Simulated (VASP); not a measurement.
# Cu (Cmcm) in VASP: a series of runs

Runs on Cu. Level: PBEsol. Tasks: single point.

Everything below comes from runs of VASP 6.6.1. Logs are shortened: lines on timing, memory, paths and dates and some standing lists are left out, and cuts for length are marked.

## Step 1: The cell of the first run

Symmetry: Cmcm, No. 63, orthorhombic system. Conventional cell: a = 2.233 Å, b = 7.287 Å, c = 2.949 Å, α = 90.00°, β = 90.00°, γ = 90.00°. Within 3.0 Å of Cu (site symmetry m2m) lie 10 Cu at 2.23 to 2.95 Å.

## Step 2: Single point, PBEsol

The input, INCAR:

```
PREC = Accurate ; ENCUT = 520
EDIFF = 1E-6 ; ISMEAR = 0
SIGMA = 0.15 ; LREAL = False
LASPH = True ; NELM = 100
ALGO = Fast ; ISIF = 2
LWAVE = False ; LCHARG = False
GGA = PS ; NBANDS = 18
```

The input, KPOINTS:

```
Automatic mesh
0
Gamma
  22 22 22
```

The input, POSCAR:

```
Cu
1.0
    1.1164299391     -3.6433974164      0.0000000000
    1.1164299391      3.6433974164      0.0000000000
    0.0000000000      0.0000000000      2.9486578394
Cu
2
Direct
    0.1338666500      0.8661333500      0.2500000000
    0.8661333500      0.1338666500      0.7500000000
```

Potentials or basis: VASP PAW PBE potentials, release 64 (Cu).

Run with:

```sh
$ cat potpaw_PBE.64/Cu/POTCAR > POTCAR
$ mpirun -np 1 vasp_std > vasp.out
```

OUTCAR:

```text
PREC = Accurate
   ENCUT = 520
   EDIFF = 1E-6
   ISMEAR = 0
   LREAL = False
   LASPH = True
   NELM = 100
   ISIF = 2
   GGA = PS

 ion  position               nearest neighbor table
   1  0.134  0.866  0.250-   2 2.45   2 2.45   2 2.51   2 2.51   2 2.51   2 2.51
   2  0.866  0.134  0.750-   1 2.45   1 2.45   1 2.51   1 2.51   1 2.51   1 2.51

  LATTYP: Found a base centered orthorhombic cell.
 ALAT       =     2.2328598782
 B/A-ratio  =     3.2634357865
 C/A-ratio  =     1.3205745099

  Lattice vectors:

 A1 = (   1.1164299391,  -3.6433974164,   0.0000000000)
 A2 = (   1.1164299391,   3.6433974164,   0.0000000000)
 A3 = (   0.0000000000,   0.0000000000,   2.9486578394)

Analysis of symmetry for initial positions (statically):
=====================================================================
 Subroutine PRICEL returns:
 Original cell was already a primitive cell.

 Routine SETGRP: Setting up the symmetry group for a
 base centered orthorhombic supercell.

 Subroutine GETGRP returns: Found  8 space group operations
 (whereof  4 operations were pure point group operations)
 out of a pool of  8 trial point group operations.

The static configuration has the point symmetry C_2h.
 The point group associated with its full space group is D_2h.

Analysis of symmetry for dynamics (positions and initial velocities):
=====================================================================
 Subroutine PRICEL returns:
 Original cell was already a primitive cell.

 Routine SETGRP: Setting up the symmetry group for a
 base centered orthorhombic supercell.

 Subroutine GETGRP returns: Found  8 space group operations
 (whereof  4 operations were pure point group operations)
 out of a pool of  8 trial point group operations.

The dynamic configuration has the point symmetry C_2h.
 The point group associated with its full space group is D_2h.

 Subroutine INISYM returns: Found  8 space group operations
 (whereof  4 operations are pure point group operations),
 and found     1 'primitive' translations

----------------------------------------------------------------------------------------

                                     Primitive cell

  volume of cell :      23.9879

  direct lattice vectors                    reciprocal lattice vectors
     1.116429939 -3.643397416  0.000000000     0.447856137 -0.137234549  0.000000000
     1.116429939  3.643397416  0.000000000     0.447856137  0.137234549  0.000000000
     0.000000000  0.000000000  2.948657839     0.000000000  0.000000000  0.339137348

  length of vectors
     3.810611571  3.810611571  2.948657839     0.468410547  0.468410547  0.339137348

  position of ions in fractional coordinates (direct lattice)
     0.133866650  0.866133350  0.250000000
     0.866133350  0.133866650  0.750000000

  ion indices of the primitive-cell ions
   primitive index   ion index
                 1           1
                 2           2

----------------------------------------------------------------------------------------

 KPOINTS: Automatic mesh

Automatic generation of k-mesh.
 Grid dimensions read from file:
 generate k-points for:   22   22   22

 Generating k-lattice:

  Cartesian coordinates                     Fractional coordinates (reciprocal lattice)
     0.020357097 -0.006237934  0.000000000     0.045454545 -0.000000000  0.000000000
     0.020357097  0.006237934  0.000000000    -0.000000000  0.045454545  0.000000000
     0.000000000  0.000000000  0.015415334     0.000000000  0.000000000  0.045454545

  Length of vectors
     0.021291389  0.021291389  0.015415334

  Shift w.r.t. Gamma in fractional coordinates (k-lattice)
     0.000000000  0.000000000  0.000000000

 Subroutine IBZKPT returns following result:
 ===========================================

 Found   1596 irreducible k-points:

 Following reciprocal coordinates:
            Coordinates               Weight
  0.000000  0.000000  0.000000      1.000000
  0.045455  0.000000  0.000000      4.000000
  0.090909  0.000000  0.000000      4.000000
  0.136364 -0.000000  0.000000      4.000000
  0.181818 -0.000000  0.000000      4.000000
  0.227273  0.000000  0.000000      4.000000
[... 16 lines left out ...]
  0.500000  0.045455  0.000000      4.000000
 -0.454545  0.045455  0.000000      4.000000
 [... further k-points ...]
   k-points           NKPTS =   1596   k-points in BZ     NKDIM =   1596   number of bands    NBANDS=     18
   number of dos      NEDOS =    301   number of ions     NIONS =      2
   total plane-waves  NPLWV =  18816
   dimension x,y,z NGX =    28 NGY =   28 NGZ =   24
   dimension x,y,z NGXF=    56 NGYF=   56 NGZF=   48
   ions per type =               2
   NGX,Y,Z   is equivalent  to a cutoff of  12.22, 12.22, 13.53 a.u.
   NGXF,Y,Z  is equivalent  to a cutoff of  24.43, 24.43, 27.06 a.u.
 SYSTEM =  unknown system
   PREC   = accura    normal or accurate (medium, high low for compatibility)
   ISTART =      0    job   : 0-new  1-cont  2-samecut
   ICHARG =      2    charge: 1-file 2-atom 10-const
   ISPIN  =      1    spin polarized calculation?
   LNONCOLLINEAR =      F non collinear calculations
   LSORBIT =      F    spin-orbit coupling
   LASPH  =      T    aspherical Exc in radial PAW
   ENCUT  =  520.0 eV  38.22 Ry    6.18 a.u.   7.09  7.09  5.48*2*pi/ulx,y,z
   NELM   =    100;   NELMIN=  2; NELMDL= -5     # of ELM steps
   EDIFF  = 0.1E-05   stopping-criterion for ELM
   LREAL  =      F    real-space projection
[... 7 lines left out ...]
   TEBEG  =    0.0;   TEEND  =   0.0 temperature during run
   PSTRESS=    0.0 pullay stress
   NELECT =      22.0000    total number of electrons
   NUPDOWN=      -1.0000    fix difference up-down
   EMIN   =  10.00;   EMAX   =-10.00  energy-range for DOS
   EFERMI =   0.00;   METHOD = LEGACY
   ISMEAR =     0;   SIGMA  =   0.15  broadening in eV -4-tet -1-fermi 0-gaus
   EFERMI_NEDOS =   21; number of points for ismear=-14 and -15
   IALGO  =     68    algorithm
   IMIX   =      4    mixing-type and parameters
     AMIX     =   0.40;   BMIX     =  1.00
     AMIX_MAG =   1.60;   BMIX_MAG =  1.00
  volume/ion in A,a.u.               =      11.99        80.94
  Fermi-wavevector in a.u.,A,eV,Ry     =   1.590566  3.005733 34.421366  2.529899
  Thomas-Fermi vector in A             =   2.689241
[... 18 lines left out ...]
  ---------------------------------------------------
  ext. energy  EPLUGINS =         0.00000000
  ---------------------------------------------------
  free energy    TOTEN  =        -7.88584776 eV

  energy without entropy =       -7.87958077  energy(sigma->0) =       -7.88271426

 E-fermi :   7.1926     XC(G=0): -12.7596

 val. band max:        7.1900583449   @ k =  -0.2727   0.1818   0.0909
 cond. band min:       7.1957518023   @ k =  -0.4545   0.1364   0.4091
 fundamental gap:      0.0056934574
 Fermi energy:         7.1925664719

 k-point     1 :       0.0000    0.0000    0.0000
  band No.  band energies     occupation
      1      -2.0424      2.00000
      2       2.3391      2.00000
      3       2.6110      2.00000
      4       3.1127      2.00000
      5       3.3288      2.00000
      6       5.2482      2.00000
[... 10 lines left out ...]
     17      26.3014      0.00000
     18      29.7392      0.00000

 k-point     2 :       0.0455    0.0000    0.0000
  band No.  band energies     occupation
      1      -1.9687      2.00000
      2       2.3787      2.00000
      3       2.6446      2.00000
      4       3.1491      2.00000
      5       3.3419      2.00000
      6       5.1979      2.00000
[... 10 lines left out ...]
     17      26.3314      0.00000
     18      29.5466      0.00000

 k-point     3 :       0.0909    0.0000    0.0000
  band No.  band energies     occupation
      1      -1.7492      2.00000
      2       2.4862      2.00000
      3       2.7502      2.00000
      4       3.2570      2.00000
      5       3.3799      2.00000
      6       4.9703      2.00000
[... 10 lines left out ...]
     17      26.4199      0.00000
     18      27.1961      0.00000

 k-point     4 :       0.1364   -0.0000    0.0000
  band No.  band energies     occupation
      1      -1.3890      2.00000
      2       2.6325      2.00000
      3       2.9359      2.00000
      4       3.4337      2.00000
      5       3.4384      2.00000
      6       4.6360      2.00000
[... 10 lines left out ...]
     17      26.2345      0.00000
     18      26.4764      0.00000

 k-point     5 :       0.1818   -0.0000    0.0000
  band No.  band energies     occupation
      1      -0.8978      2.00000
      2       2.7916      2.00000
      3       3.1859      2.00000
      4       3.5094      2.00000
      5       3.6643      2.00000
      6       4.3108      2.00000
[... 10 lines left out ...]
     17      24.4770      0.00000
     18      26.7732      0.00000

 k-point     6 :       0.2273    0.0000    0.0000
  band No.  band energies     occupation
      1      -0.2920      2.00000
      2       2.9432      2.00000
      3       3.4482      2.00000
      4       3.5805      2.00000
      5       3.7928      2.00000
      6       4.2151      2.00000
[... 10 lines left out ...]
     17      22.9220      0.00000
     18      27.0170      0.00000

 k-point     7 :       0.2727   -0.0000    0.0000
  band No.  band energies     occupation
      1       0.4000      2.00000
      2       3.0335      2.00000
      3       3.6058      2.00000
      4       3.6336      2.00000
      5       3.7517      2.00000
      6       4.2856      2.00000
[... 10 lines left out ...]
     17      22.1523      0.00000
     18      27.3276      0.00000

 k-point     8 :       0.3182   -0.0000    0.0000
  band No.  band energies     occupation
      1       1.1266      2.00000
      2       2.9808      2.00000
      3       3.6407      2.00000
      4       3.6504      2.00000
      5       3.9025      2.00000
      6       4.0609      2.00000
[... 10 lines left out ...]
     17      22.3560      0.00000
     18      27.7761      0.00000
[... 229 lines left out ...]
     17      22.7029      0.00000
     18      28.6228      0.00000

 k-point    20 :       0.3636    0.0455    0.0000
  band No.  band energies     occupation
      1       2.2376      2.00000
      2       2.7864      2.00000
      3       3.5321      2.00000
      4       3.8025      2.00000
      5       3.8226      2.00000
      6       4.1284      2.00000
[... 10 lines left out ...]
     17      23.2229      0.00000
     18      28.3888      0.00000

 k-point    21 :       0.4091    0.0455    0.0000
  band No.  band energies     occupation
      1       2.4802      2.00000
      2       2.7156      2.00000
      3       3.4954      2.00000
      4       3.7288      2.00000
      5       3.9862      2.00000
      6       4.3495      2.00000
[... 10 lines left out ...]
     17      23.7423      0.00000
     18      27.1890      0.00000

 k-point    22 :       0.4545    0.0455    0.0000
  band No.  band energies     occupation
      1       2.5350      2.00000
      2       2.6797      2.00000
      3       3.4937      2.00000
      4       3.6777      2.00000
      5       4.0969      2.00000
      6       4.5803      2.00000
[... 10 lines left out ...]
     17      24.1687      0.00000
     18      26.2746      0.00000

 k-point    23 :       0.5000    0.0455    0.0000
  band No.  band energies     occupation
      1       2.5208      2.00000
      2       2.6333      2.00000
      3       3.5363      2.00000
      4       3.6667      2.00000
      5       4.1017      2.00000
      6       4.7180      2.00000
[... 10 lines left out ...]
     17      24.1137      0.00000
     18      26.3860      0.00000

 k-point    24 :      -0.4545    0.0455    0.0000
  band No.  band energies     occupation
      1       2.3168      2.00000
      2       2.6789      2.00000
      3       3.6169      2.00000
      4       3.6962      2.00000
      5       4.0153      2.00000
      6       4.5233      2.00000
[... 10 lines left out ...]
     17      23.4403      0.00000
     18      27.4401      0.00000

 [... further k-points ...]

------------------------ aborting loop because EDIFF is reached ----------------------------------------

  FORCE on cell =-STRESS in cart. coord.  units (eV):
  Direction    XX          YY          ZZ          XY          YZ          ZX
  --------------------------------------------------------------------------------------
  -------------------------------------------------------------------------------------
  Total        4.9607160     -0.2083436     -1.5995702      0.0000000      0.0000000      0.0000000
  in kB      331.3313636    -13.9154819   -106.8369529      0.0000000      0.0000000      0.0000000
  external PRESSURE =      70.1929762 kB  Pullay stress =       0.0000000 kB

 VOLUME and BASIS-vectors are now :
 -----------------------------------------------------------------------------
  energy-cutoff  :      520.00
  volume of cell :       23.99
      direct lattice vectors                 reciprocal lattice vectors
     1.116429939 -3.643397416  0.000000000     0.447856137 -0.137234549  0.000000000
     1.116429939  3.643397416  0.000000000     0.447856137  0.137234549  0.000000000
     0.000000000  0.000000000  2.948657839     0.000000000  0.000000000  0.339137348

 POSITION                                       TOTAL-FORCE (eV/Angst)
 -----------------------------------------------------------------------------------
      1.11643      2.66794      0.73716         0.000000      0.035347     -0.000000
      1.11643     -2.66794      2.21149         0.000000     -0.035347      0.000000
 -----------------------------------------------------------------------------------
    total drift:                                0.000000     -0.000000      0.000000

  FREE ENERGIE OF THE ION-ELECTRON SYSTEM (eV)
  ---------------------------------------------------
  free  energy   TOTEN  =        -7.8858477607 eV

  energy  without entropy=       -7.8795807667  energy(sigma->0) =       -7.88271426
```

It took 19 min on 1 thread of Oxide Virtual Turin-like, shared host; peak memory 0.59 GiB.

What came out:

| Quantity | Value |
| --- | --- |
| Free energy | -7.8858 eV |
| Pressure | 7.0 GPa |
| Largest force | 0.035 eV/Å |
| Band gap on the k mesh | zero (band 11 reaches 10.99 eV, above the bottom of band 12 at 5.49 eV) |

Forces on the atoms (eV/Å):
```
Cu   0.000  0.035  0.000
Cu   0.000 -0.035  0.000
```

Stress tensor (GPa, compression positive):
```
 33.13   0.00   0.00
  0.00  -1.39   0.00
  0.00   0.00 -10.68
```

Caveat: the PAW data sets were made with another functional, which shifts forces and pressure a little.

## Step 3: Single point, PBEsol

This run uses another cell than the first one, of the same volume but with other edges.

The input, INCAR:

```
PREC = Accurate
ENCUT = 520
EDIFF = 1E-6
ISMEAR = 0
SIGMA = 0.15
LREAL = False
LASPH = True
NELM = 60
ALGO = Fast
ISIF = 2
LWAVE = False
LCHARG = False
GGA = PS
NBANDS = 18
```

The input, KPOINTS:

```
regular mesh
0
Gamma
  22 22 22
```

The input, POSCAR:

```
Cu
1.0
    1.2862921421     -4.1977318085      0.0000000000
    1.2862921421      4.1977318085      0.0000000000
    0.0000000000      0.0000000000      2.2213044968
Cu
2
Direct
    0.1338666500      0.8661333500      0.2500000000
    0.8661333500      0.1338666500      0.7500000000
```

Potentials or basis: VASP PAW PBE potentials, release 64 (Cu).

Run with:

```sh
$ cat potpaw_PBE.64/Cu/POTCAR > POTCAR
$ mpirun -np 1 vasp_std > vasp.out
```

Run time: 24 min. Hardware: 1 thread of Oxide Virtual Turin-like, shared host; peak memory 0.6 GiB.

The run converged. Its results:

- Free energy: -7.9654 eV
- Pressure: 6.2 GPa
- Largest force: 0.067 eV/Å
- Band gap on the k mesh: zero (band 11 reaches 11.62 eV, above the bottom of band 12 at 5.55 eV)

Forces in eV/Å, atoms in the order of the input:
```
Cu   0.000 -0.067  0.000
Cu   0.000  0.067  0.000
```

Stress tensor (GPa, compression positive):
```
-13.12   0.00   0.00
  0.00  -5.98   0.00
  0.00   0.00  37.58
```

Levels at points of the mesh, in eV from the Fermi level:
| k point | band 8 | band 9 | band 10 | band 11 | band 12 | band 13 | band 14 | band 15 |
| --- | --- | --- | --- | --- | --- | --- | --- | --- |
| (0.00, 0.00, 0.00) | -2.21 | -1.67 | -1.58 | -1.43 | -0.91 | 3.62 | 15.35 | 16.30 |
| (0.50, 0.00, 0.00) | -2.12 | -1.82 | -1.56 | -0.94 | 0.46 | 1.37 | 5.49 | 10.67 |
| (0.50, 0.50, 0.00) | -1.93 | -1.93 | -1.73 | -1.66 | -1.52 | 11.41 | 12.83 | 13.14 |
| (0.00, 0.00, 0.50) | -3.03 | -1.93 | -1.93 | 1.05 | 1.05 | 8.80 | 8.80 | 9.85 |
| (0.50, 0.00, 0.50) | -1.92 | -1.13 | -1.13 | 4.24 | 4.24 | 8.06 | 8.06 | 10.16 |
| (0.50, 0.50, 0.50) | -2.09 | -1.44 | -1.44 | -0.01 | -0.01 | 5.21 | 5.21 | 17.13 |

Caveat: the PAW data sets were made with another functional, which shifts forces and pressure a little.

## Step 4: Single point, PBEsol

This run uses another cell than the first one, of the same volume but with other edges.

The input, INCAR:

```
SYSTEM = Cu
PREC     = Accurate       ! precision mode
ENCUT    = 520            ! plane-wave cutoff, eV
EDIFF    = 1E-7           ! SCF threshold, eV
ISMEAR   = 0              ! smearing method
SIGMA    = 0.15           ! smearing width, eV
LREAL    = .FALSE.        ! projectors in reciprocal space
LASPH    = .TRUE.         ! aspherical terms in the spheres
NELM     = 60             ! most SCF steps
ALGO     = Fast           ! electronic algorithm
ISIF     = 2              ! what is computed and relaxed
LWAVE    = .FALSE.        ! write WAVECAR
LCHARG   = .TRUE.         ! write CHGCAR
GGA      = PS             ! functional
LELF     = .TRUE.         ! ELF
LVHAR    = .TRUE.       
NBANDS   = 18             ! bands
```

The input, KPOINTS:

```
Automatic mesh
0
G
  22 22 22
  0 0 0
```

The input, POSCAR:

```
Cu
1.0
    1.1466182322     -3.7419149722      0.0000000000
    1.1466182322      3.7419149722      0.0000000000
    0.0000000000      0.0000000000      2.7954365723
Cu
2
Direct
    0.1338666500      0.8661333500      0.2500000000
    0.8661333500      0.1338666500      0.7500000000
```

Run with:

```sh
$ cat potpaw_PBE.64/Cu/POTCAR > POTCAR
$ mpirun -np 1 vasp_std > vasp.out
```

Run time: 27 min. Hardware: 1 thread of Oxide Virtual Turin-like, shared host; peak memory 0.6 GiB.

The run converged. Its results:

```yaml
Free_energy: -8.0772 eV
Pressure: 3.2 GPa
Largest_force: 0.033 eV/Å
Band_gap_on_the_k_mesh: zero (band 11 reaches 11.00 eV, above the bottom of band 12 at 5.48 eV)
```

Forces in eV/Å, atoms in the order of the input:
```
Cu   0.000  0.033  0.000
Cu   0.000 -0.033  0.000
```

Stress tensor (GPa, compression positive):
```
 20.80   0.00   0.00
  0.00   0.10   0.00
  0.00   0.00 -11.16
```

Levels at points of the mesh, in eV from the Fermi level:
```tsv
k point	band 9	band 10	band 11	band 12	band 13	band 14
(0.00, 0.00, 0.00)	-1.83	-1.65	-1.34	1.02	6.24	9.30
(0.50, 0.00, 0.00)	-2.35	-1.64	0.09	2.27	3.97	8.52
(0.50, 0.50, 0.00)	-2.37	-1.96	-1.52	-1.43	12.80	13.69
(0.00, 0.00, 0.50)	-1.47	-1.47	-1.05	-1.05	7.89	7.89
(0.50, 0.00, 0.50)	-1.31	-1.31	3.37	3.37	7.28	7.28
(0.50, 0.50, 0.50)	-1.78	-1.78	-1.70	-1.70	2.52	2.52
```

Caveat: the PAW data sets were made with another functional, which shifts forces and pressure a little.

## Step 5: Overview

| cell | further INCAR settings | gap on the mesh (eV) | pressure (GPa) | largest force (eV/Å) |
| --- | --- | --- | --- | --- |
| a = 3.811, b = 3.811, c = 2.949 Å, angles 90.0, 90.0, 145.9°, 2 atoms | ALGO = Fast; EDIFF = 1e-06; NBANDS = 18 | none | 7.0 | 0.04 |
| a = 4.390, b = 4.390, c = 2.221 Å, angles 90.0, 90.0, 145.9°, 2 atoms | ALGO = Fast; EDIFF = 1e-06; NBANDS = 18 | none | 6.2 | 0.07 |
| a = 3.914, b = 3.914, c = 2.795 Å, angles 90.0, 90.0, 145.9°, 2 atoms | ALGO = Fast; EDIFF = 1e-07; NBANDS = 18 | none | 3.2 | 0.03 |

Alike in all rows: task single point; level PBEsol; potentials or basis VASP PAW PBE potentials, release 64 (Cu); no spin polarisation; k mesh 22 × 22 × 22; cutoff (eV) 520; smearing gaussian 0.15 eV.

Caveats: the PAW data sets were made with another functional, which shifts forces and pressure a little.

Absolute energies hang on the potentials; compare differences alone.
